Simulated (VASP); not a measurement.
# H in VASP: notebook

The runs below take H through single point, with LDA.

Program: VASP 6.6.1. These are calculated values, not measurements. Logs are shortened: lines on timing, memory, paths and dates and some standing lists are left out, and cuts for length are marked.

## (1) The cell of the first run

The cell holds an amorphous packing of atoms, 16 atoms: a = 6.000 Å, b = 6.000 Å, c = 6.000 Å, α = 90.00°, β = 90.00°, γ = 90.00°.

## (2) Single point, LDA

The input, INCAR:

```
SYSTEM = H
PREC     = Accurate       ! precision mode
ENCUT    = 520            ! plane-wave cutoff, eV
EDIFF    = 1E-7           ! SCF threshold, eV
ISMEAR   = -1             ! smearing method
SIGMA    = 0.05           ! smearing width, eV
LREAL    = Auto         
LASPH    = .TRUE.         ! aspherical terms in the spheres
NELM     = 100            ! most SCF steps
ALGO     = Normal         ! electronic algorithm
ISIF     = 2              ! what is computed and relaxed
LWAVE    = .FALSE.        ! write WAVECAR
LCHARG   = .TRUE.         ! write CHGCAR
GGA      = CA             ! functional
LELF     = .TRUE.         ! ELF
LVHAR    = .TRUE.       
NBANDS   = 22             ! bands
```

The input, KPOINTS:

```
Automatic mesh
0
G
  1 1 1
  0 0 0
```

The input, POSCAR:

```
H
1.0
    6.0000000000      0.0000000000      0.0000000000
    0.0000000000      6.0000000000      0.0000000000
    0.0000000000      0.0000000000      6.0000000000
H
16
Direct
    0.3519807041     -0.0432523901      0.2206457668
    0.3285391648     -0.1636616639      0.1861564679
    0.9189598841      1.0255033964      0.4647509174
    0.9470235308      0.9401146984      0.3728189507
    0.5881860708      0.8997372196      0.7815002011
    0.6208105449      0.8643393603      0.6625303397
    0.9909172296      0.4893447475      0.6521115050
    0.8757815188      0.5254935050      0.6977626103
    0.5336413573      0.5992693793      0.3408654448
    0.6499915698      0.5747806866      0.3899536999
    0.6349950575      0.2841389468      0.1076149574
    0.5810567050      0.1869419106      0.0444339114
    0.2191939264      0.0682165216      0.7800465262
    0.1421326608      0.1312906070      0.8602749146
    0.3214750433      0.3345709178      0.4571880992
    0.2311423321      0.2480261571      0.4261324876
```

Potentials or basis: VASP PAW LDA potentials, release 64 (H).

The run is started by

```
$ cat potpaw_LDA.64/H/POTCAR > POTCAR
$ mpirun -np 1 vasp_gam > vasp.out
```

OUTCAR:

```text
SYSTEM = H
   PREC = Accurate
   ENCUT = 520
   EDIFF = 1E-7
   ISMEAR = -1
   LREAL = Auto
   LASPH = .TRUE.
   NELM = 100
   ISIF = 2
   GGA = CA

 ion  position               nearest neighbor table
   1  0.352  0.957  0.221-   2 0.76
   2  0.329  0.836  0.186-   1 0.76
   3  0.919  0.026  0.465-   4 0.77
   4  0.947  0.940  0.373-   3 0.77
   5  0.588  0.900  0.782-   6 0.77
   6  0.621  0.864  0.663-   5 0.77
[... 8 lines left out ...]
  15  0.321  0.335  0.457-  16 0.77
  16  0.231  0.248  0.426-  15 0.77

  LATTYP: Found a simple cubic cell.
 ALAT       =     6.0000000000

  Lattice vectors:

 A1 = (   6.0000000000,   0.0000000000,   0.0000000000)
 A2 = (   0.0000000000,   6.0000000000,   0.0000000000)
 A3 = (   0.0000000000,   0.0000000000,   6.0000000000)

Analysis of symmetry for initial positions (statically):
=====================================================================
 Subroutine PRICEL returns:
 Original cell was already a primitive cell.

 Routine SETGRP: Setting up the symmetry group for a
 simple cubic supercell.

 Subroutine GETGRP returns: Found  1 space group operations
 (whereof  1 operations were pure point group operations)
 out of a pool of 48 trial point group operations.

The static configuration has the point symmetry C_1 .

Analysis of symmetry for dynamics (positions and initial velocities):
=====================================================================
 Subroutine PRICEL returns:
 Original cell was already a primitive cell.

 Routine SETGRP: Setting up the symmetry group for a
 simple cubic supercell.

 Subroutine GETGRP returns: Found  1 space group operations
 (whereof  1 operations were pure point group operations)
 out of a pool of 48 trial point group operations.

The dynamic configuration has the point symmetry C_1 .

 Subroutine INISYM returns: Found  1 space group operations
 (whereof  1 operations are pure point group operations),
 and found     1 'primitive' translations

----------------------------------------------------------------------------------------

                                     Primitive cell

  volume of cell :     216.0000

  direct lattice vectors                    reciprocal lattice vectors
     6.000000000  0.000000000  0.000000000     0.166666667  0.000000000  0.000000000
     0.000000000  6.000000000  0.000000000     0.000000000  0.166666667  0.000000000
     0.000000000  0.000000000  6.000000000     0.000000000  0.000000000  0.166666667

  length of vectors
     6.000000000  6.000000000  6.000000000     0.166666667  0.166666667  0.166666667

  position of ions in fractional coordinates (direct lattice)
     0.351980704  0.956747610  0.220645767
     0.328539165  0.836338336  0.186156468
     0.918959884  0.025503396  0.464750917
     0.947023531  0.940114698  0.372818951
     0.588186071  0.899737220  0.781500201
     0.620810545  0.864339360  0.662530340
[... 8 lines left out ...]
     0.321475043  0.334570918  0.457188099
     0.231142332  0.248026157  0.426132488

  ion indices of the primitive-cell ions
   primitive index   ion index
                 1           1
                 2           2
                 3           3
                 4           4
                 5           5
                 6           6
[... 8 lines left out ...]
                15          15
                16          16

----------------------------------------------------------------------------------------

 KPOINTS: Automatic mesh

Automatic generation of k-mesh.
 Grid dimensions read from file:
 generate k-points for:    1    1    1

 Generating k-lattice:

  Cartesian coordinates                     Fractional coordinates (reciprocal lattice)
     0.166666667  0.000000000  0.000000000     1.000000000  0.000000000  0.000000000
     0.000000000  0.166666667  0.000000000     0.000000000  1.000000000  0.000000000
     0.000000000  0.000000000  0.166666667     0.000000000  0.000000000  1.000000000

  Length of vectors
     0.166666667  0.166666667  0.166666667

  Shift w.r.t. Gamma in fractional coordinates (k-lattice)
     0.000000000  0.000000000  0.000000000

 Subroutine IBZKPT returns following result:
 ===========================================

 Found      1 irreducible k-points:

 Following reciprocal coordinates:
            Coordinates               Weight
  0.000000  0.000000  0.000000      1.000000
   k-points           NKPTS =      1   k-points in BZ     NKDIM =      1   number of bands    NBANDS=     22
   number of dos      NEDOS =    301   number of ions     NIONS =     16
   total plane-waves  NPLWV = 110592
   dimension x,y,z NGX =    48 NGY =   48 NGZ =   48
   dimension x,y,z NGXF=    96 NGYF=   96 NGZF=   96
   ions per type =              16
   NGX,Y,Z   is equivalent  to a cutoff of  13.30, 13.30, 13.30 a.u.
   NGXF,Y,Z  is equivalent  to a cutoff of  26.60, 26.60, 26.60 a.u.
 SYSTEM =  H
   PREC   = accura    normal or accurate (medium, high low for compatibility)
   ISTART =      0    job   : 0-new  1-cont  2-samecut
   ICHARG =      2    charge: 1-file 2-atom 10-const
   ISPIN  =      1    spin polarized calculation?
   LNONCOLLINEAR =      F non collinear calculations
   LSORBIT =      F    spin-orbit coupling
   LASPH  =      T    aspherical Exc in radial PAW
   ENCUT  =  520.0 eV  38.22 Ry    6.18 a.u.  11.16 11.16 11.16*2*pi/ulx,y,z
   NELM   =    100;   NELMIN=  2; NELMDL= -5     # of ELM steps
   EDIFF  = 0.1E-06   stopping-criterion for ELM
   LREAL  =      T    real-space projection
   EDIFFG = 0.1E-05   stopping-criterion for IOM
   NSW    =      0    number of steps for IOM
   IBRION =     -1    ionic relax: 0-MD 1-quasi-New 2-CG
   NFREE  =      0    steps in history (QN), initial steepest desc. (CG)
   ISIF   =      2    stress and relaxation
   ISYM   =      2    0-nonsym 1-usesym 2-fastsym
   POTIM  = 0.5000    time-step for ionic-motion
   TEBEG  =    0.0;   TEEND  =   0.0 temperature during run
   PSTRESS=    0.0 pullay stress
   NELECT =      16.0000    total number of electrons
   NUPDOWN=      -1.0000    fix difference up-down
   EMIN   =  10.00;   EMAX   =-10.00  energy-range for DOS
   EFERMI =   0.00;   METHOD = LEGACY
   ISMEAR =    -1;   SIGMA  =   0.05  broadening in eV -4-tet -1-fermi 0-gaus
   EFERMI_NEDOS =   21; number of points for ismear=-14 and -15
   IALGO  =     38    algorithm
   IMIX   =      4    mixing-type and parameters
     AMIX     =   0.40;   BMIX     =  1.00
     AMIX_MAG =   1.60;   BMIX_MAG =  1.00
  volume/ion in A,a.u.               =      13.50        91.10
  Fermi-wavevector in a.u.,A,eV,Ry     =   0.687538  1.299259  6.431596  0.472709
  Thomas-Fermi vector in A             =   1.768082
   LORBIT       =      0    0 simple, 1 ext, 2 COOP (PROOUT), +10 PAW based schemes
   GGA     = CA    functional components
   LHFCALC =     F    Hartree Fock is set to
   AEXX    =    0.0000 exact exchange contribution
   IVDW    =     0    specifies the selected vdW correction
   LEPSILON=     F    determine dielectric tensor
   LRPA    =     F    only Hartree local field effects (RPA)
 non-spin polarized calculation
  energy-cutoff  :      520.00
  volume of cell :      216.00
 maximum number of plane-waves:      2872
 NGX is ok and might be reduce to    48
   NGX = 23   NGY = 23   NGZ = 23

 number of electron      16.0000001 magnetization

 Free energy of the ion-electron system (eV)
  ---------------------------------------------------
  ext. energy  EPLUGINS =         0.00000000
  ---------------------------------------------------
  free energy    TOTEN  =       -54.01523044 eV

  energy without entropy =      -54.01523044  energy(sigma->0) =      -54.01523044

 E-fermi :  -6.9468     XC(G=0):  -5.3298

 val. band max:       -8.1423638203   @ k =   0.0000   0.0000   0.0000
 cond. band min:       0.5186100879   @ k =   0.0000   0.0000   0.0000
 fundamental gap:      8.6609739081
 Fermi energy:        -6.9467841021

 k-point     1 :       0.0000    0.0000    0.0000
  band No.  band energies     occupation
      1     -10.8078      2.00000
      2      -9.2102      2.00000
      3      -9.1178      2.00000
      4      -9.0140      2.00000
      5      -8.7983      2.00000
      6      -8.5501      2.00000
[... 12 lines left out ...]
     19       3.7352      0.00000
     20       3.8349      0.00000
 [bands above 20 left out]

------------------------ aborting loop because EDIFF is reached ----------------------------------------

  FORCE on cell =-STRESS in cart. coord.  units (eV):
  Direction    XX          YY          ZZ          XY          YZ          ZX
  --------------------------------------------------------------------------------------
  -------------------------------------------------------------------------------------
  Total       -0.4156445     -0.2448160     -0.1356535      0.0752269     -0.1914868      0.1462135
  in kB       -3.0830382     -1.8159196     -1.0062078      0.5579950     -1.4203511      1.0845369
  external PRESSURE =      -1.9683885 kB  Pullay stress =       0.0000000 kB

 VOLUME and BASIS-vectors are now :
 -----------------------------------------------------------------------------
  energy-cutoff  :      520.00
  volume of cell :      216.00
      direct lattice vectors                 reciprocal lattice vectors
     6.000000000  0.000000000  0.000000000     0.166666667  0.000000000  0.000000000
     0.000000000  6.000000000  0.000000000     0.000000000  0.166666667  0.000000000
     0.000000000  0.000000000  6.000000000     0.000000000  0.000000000  0.166666667

 POSITION                                       TOTAL-FORCE (eV/Angst)
 -----------------------------------------------------------------------------------
      2.11188      5.74049      1.32387         0.005883      0.129914      0.010079
      1.97123      5.01803      1.11694        -0.030145     -0.103547     -0.051793
      5.51376      0.15302      2.78851         0.017757     -0.073370     -0.050594
      5.68214      5.64069      2.23691        -0.018957      0.075315      0.052309
      3.52912      5.39842      4.68900        -0.017558      0.014412     -0.023311
      3.72486      5.18604      3.97518        -0.002831     -0.003272      0.020322
[... 8 lines left out ...]
      1.92885      2.00743      2.74313        -0.059574     -0.091702     -0.066296
      1.38685      1.48816      2.55679         0.085220      0.078196      0.050823
 -----------------------------------------------------------------------------------
    total drift:                                0.000171      0.000134      0.000404

  FREE ENERGIE OF THE ION-ELECTRON SYSTEM (eV)
  ---------------------------------------------------
  free  energy   TOTEN  =       -54.0152304424 eV

  energy  without entropy=      -54.0152304423  energy(sigma->0) =      -54.01523044
```

Wall time 6 s (1 thread of Intel Xeon 6975P-C (Granite Rapids), shared host); peak memory 0.21 GiB.

Results:

- Free energy: -54.0152 eV
- Pressure: -0.2 GPa
- Largest force: 0.162 eV/Å
- Band gap on the k mesh: 8.66 eV

Forces on the atoms (eV/Å):
```
H    0.006  0.130  0.010
H   -0.030 -0.104 -0.052
H    0.018 -0.073 -0.051
H   -0.019  0.075  0.052
H   -0.018  0.014 -0.023
H   -0.003 -0.003  0.020
H   -0.150  0.013  0.062
H    0.148 -0.029 -0.050
H    0.046 -0.002  0.013
H   -0.035  0.000 -0.003
H    0.037  0.073  0.079
H   -0.036 -0.085 -0.053
H   -0.025  0.032  0.050
H    0.035 -0.029 -0.040
H   -0.060 -0.092 -0.066
H    0.085  0.078  0.051
```

Caveat: the k points lie up to 1.05 Å⁻¹ apart.

## (3) Single point, LDA

Changes to INCAR since step 2:

```diff
@@ -3,3 +3,3 @@
 ENCUT    = 520            ! plane-wave cutoff, eV
-EDIFF    = 1E-7           ! SCF threshold, eV
+EDIFF    = 1E-6           ! SCF threshold, eV
 ISMEAR   = -1             ! smearing method
@@ -8,3 +8,3 @@
 LASPH    = .TRUE.         ! aspherical terms in the spheres
-NELM     = 100            ! most SCF steps
+NELM     = 80             ! most SCF steps
 ALGO     = Normal         ! electronic algorithm
```

The input, KPOINTS:

```
regular mesh
0
G
  1 1 1
  0 0 0
```

The input, POSCAR:

```
H
1.0
    6.0000000000      0.0000000000      0.0000000000
    0.0000000000      6.0000000000      0.0000000000
    0.0000000000      0.0000000000      6.0000000000
H
16
Direct
    0.4708333333     -0.0673833333      0.1824166667
    0.3727500000     -0.1144166667      0.2477166667
    0.8699500000      0.9885000000      0.3936500000
    0.8100000000      1.1079333333      0.4074833333
    0.4686833333      0.9989333333      0.6860666667
    0.3736166667      1.0108666667      0.6021000000
    0.9132666667      0.5415500000      0.7122833333
    0.9276666667      0.4792333333      0.8217500000
    0.5399666667      0.5357333333      0.3177333333
    0.5229500000      0.6049166667      0.4288000000
    0.6696666667      0.3150500000      0.0285666667
    0.7072000000      0.2258500000      0.1075000000
    0.1056166667      0.1878166667      0.9476666667
    0.0626833333      0.0799000000      0.8927000000
    0.2976833333      0.3368500000      0.4083166667
    0.1819666667      0.2845000000      0.3944500000
```

Potentials or basis: VASP PAW LDA potentials, release 64 (H).

The run is started by

```
$ cat potpaw_LDA.64/H/POTCAR > POTCAR
$ mpirun -np 1 vasp_gam > vasp.out
```

Wall time 5.8 s (1 thread of Intel Xeon 6975P-C (Granite Rapids), shared host); peak memory 0.2 GiB.

The run converged. Its results:

```
Free energy            : -53.8038 eV
Pressure               : 0.0 GPa
Largest force          : 1.110 eV/Å
Band gap on the k mesh : 8.32 eV
```

Forces on the atoms (eV/Å):
```
H    0.038  0.130 -0.090
H   -0.092  0.018 -0.039
H   -0.500  0.958  0.117
H    0.514 -0.980 -0.090
H    0.072 -0.026  0.051
H   -0.012  0.061  0.000
H   -0.050  0.136 -0.239
H   -0.011 -0.112  0.162
H   -0.014  0.353  0.635
H    0.180 -0.343 -0.563
H   -0.249  0.508 -0.434
H    0.159 -0.496  0.461
H   -0.036 -0.213 -0.044
H    0.112  0.144  0.106
H    0.008 -0.008 -0.015
H   -0.118 -0.129 -0.018
```

Stress tensor (GPa, compression positive):
```
 0.10  0.13  0.27
 0.13 -0.25 -0.70
 0.27 -0.70  0.20
```

Levels at points of the mesh, in eV from the valence-band top:
```tsv
k point	band 4	band 5	band 6	band 7	band 8	band 9	band 10	band 11	band 12	band 13
(0.00, 0.00, 0.00)	-1.11	-0.82	-0.53	-0.40	0.00	8.32	8.74	9.03	9.62	9.93
```

Caveat: the k points lie up to 1.05 Å⁻¹ apart.

## (4) Single point, LDA

The input, INCAR:

```
SYSTEM = H
ALGO = Normal
EDIFF = 1E-7
ENCUT = 520
GGA = CA
ISIF = 2
ISMEAR = -1
LASPH = .True.
LCHARG = .False.
LREAL = Auto
LWAVE = .False.
NBANDS = 22
NELM = 80
PREC = Accurate
SIGMA = 0.05
```

The input, KPOINTS:

```
k-points
0
Gamma
  1 1 1
  0 0 0
```

The input, POSCAR:

```
H
1.0
    6.0000000000      0.0000000000      0.0000000000
    0.0000000000      6.0000000000      0.0000000000
    0.0000000000      0.0000000000      6.0000000000
H
16
Direct
    0.4487166667      0.0118333333      0.0910333333
    0.3541500000     -0.0551166667      0.1381666667
    0.7739000000      1.0722333333      0.4494500000
    0.8678666667      1.1090166667      0.3793000000
    0.4488666667      1.1328333333      0.7537000000
    0.5539166667      1.1902333333      0.7991166667
    0.7261333333      0.5739166667      0.7079333333
    0.7677833333      0.4446500000      0.7093500000
    0.7268333333      0.7262666667      0.3642333333
    0.6277166667      0.6822166667      0.3052500000
    0.5452666667      0.2976833333      0.1909166667
    0.6070000000      0.4050500000      0.1376000000
    0.0211333333      0.1117833333      0.9268833333
   -0.0119166667      0.2121500000      0.9968166667
    0.2005833333      0.3074166667      0.4926666667
    0.2985500000      0.3377500000      0.4162166667
```

The run is started by

```
$ cat potpaw_LDA.64/H/POTCAR > POTCAR
$ mpirun -np 1 vasp_gam > vasp.out
```

Run time: 5.2 s. Hardware: 1 thread of Intel Xeon 6975P-C (Granite Rapids), shared host; peak memory 0.2 GiB.

The run converged. Its results:

```
Free energy            : -53.8005 eV
Pressure               : 0.2 GPa
Largest force          : 1.385 eV/Å
Band gap on the k mesh : 8.32 eV
```

Forces in eV/Å, atoms in the order of the input:
```
H    0.366  0.255 -0.182
H   -0.460 -0.317  0.297
H   -0.855 -0.301  0.621
H    0.804  0.350 -0.620
H    0.058  0.032 -0.061
H   -0.057 -0.011 -0.070
H    0.452 -1.309  0.028
H   -0.352  1.263  0.024
H    0.720  0.379  0.427
H   -0.779 -0.329 -0.450
H    0.539  0.836 -0.459
H   -0.441 -0.872  0.414
H    0.072 -0.157 -0.087
H   -0.078  0.200  0.118
H   -0.059 -0.032  0.063
H    0.070  0.014 -0.064
```

Stress tensor (GPa, compression positive):
```
 0.55  0.57 -0.01
 0.57 -0.40  0.01
-0.01  0.01  0.53
```

Levels at points of the mesh, in eV from the valence-band top:
| k point | band 4 | band 5 | band 6 | band 7 | band 8 | band 9 | band 10 | band 11 | band 12 | band 13 |
| --- | --- | --- | --- | --- | --- | --- | --- | --- | --- | --- |
| (0.00, 0.00, 0.00) | -1.10 | -1.05 | -0.76 | -0.30 | 0.00 | 8.32 | 8.39 | 9.22 | 9.44 | 9.48 |

Caveat: the k points lie up to 1.05 Å⁻¹ apart.

## (5) Single point, LDA

The input, INCAR:

```
PREC = Accurate ; ENCUT = 520
EDIFF = 1E-6 ; ISMEAR = -1
SIGMA = 0.05 ; LREAL = Auto
LASPH = True ; NELM = 80
ALGO = Normal ; ISIF = 2
LWAVE = False ; LCHARG = False
GGA = CA ; NBANDS = 22
```

The input, KPOINTS:

```
regular mesh
0
Gamma
  1 1 1
```

The input, POSCAR:

```
H
1.0
    6.0000000000      0.0000000000      0.0000000000
    0.0000000000      6.0000000000      0.0000000000
    0.0000000000      0.0000000000      6.0000000000
H
16
Direct
    0.2383166667     -0.0044833333      0.2912833333
    0.2823333333      0.0474000000      0.1767333333
    0.6671000000      1.0364333333      0.5340000000
    0.7723166667      1.0932500000      0.5109833333
    0.3535833333      1.2857333333      0.9624166667
    0.3572666667      1.1979000000      0.8704000000
    0.6540333333      0.6195833333      0.7272833333
    0.7369166667      0.5354166667      0.7713000000
    0.7247333333      0.8062833333      0.2090500000
    0.6473500000      0.7444833333      0.2995333333
    0.4974833333      0.3949833333      0.2451833333
    0.6111166667      0.3441166667      0.2585833333
   -0.1252666667      0.2890833333      1.0595333333
   -0.1133000000      0.1662833333      1.0931000000
    0.1715833333      0.3343166667      0.4503500000
    0.1419333333      0.3689166667      0.5706333333
```

The run is started by

```
$ cat potpaw_LDA.64/H/POTCAR > POTCAR
$ mpirun -np 1 vasp_gam > vasp.out
```

Wall time 4.7 s (1 thread of Intel Xeon 6975P-C (Granite Rapids), shared host); peak memory 0.2 GiB.

Results (log left out):

| Item | Value |
| --- | --- |
| Free energy | -53.7786 eV |
| Pressure | 0.2 GPa |
| Largest force | 1.325 eV/Å |
| Band gap on the k mesh | 8.49 eV |

Forces in eV/Å, atoms in the order of the input:
```
H    0.274  0.361 -0.750
H   -0.317 -0.358  0.817
H   -1.123 -0.532  0.249
H    1.118  0.682 -0.200
H    0.049  0.090 -0.003
H   -0.028 -0.043 -0.192
H   -0.211  0.212 -0.103
H    0.228 -0.262  0.132
H   -0.664 -0.552  0.747
H    0.674  0.473 -0.857
H   -0.553  0.250  0.010
H    0.472 -0.243  0.093
H   -0.009  0.039 -0.021
H    0.087 -0.084  0.025
H   -0.024 -0.012  0.097
H    0.027 -0.021 -0.044
```

Stress tensor (GPa, compression positive):
```
 0.49 -0.14  0.34
-0.14  0.36  0.54
 0.34  0.54 -0.30
```

Levels at points of the mesh, in eV from the valence-band top:
| k point | band 4 | band 5 | band 6 | band 7 | band 8 | band 9 | band 10 | band 11 | band 12 | band 13 |
| --- | --- | --- | --- | --- | --- | --- | --- | --- | --- | --- |
| (0.00, 0.00, 0.00) | -1.02 | -0.82 | -0.61 | -0.46 | 0.00 | 8.49 | 8.83 | 8.90 | 9.22 | 9.39 |

Caveat: the k points lie up to 1.05 Å⁻¹ apart.
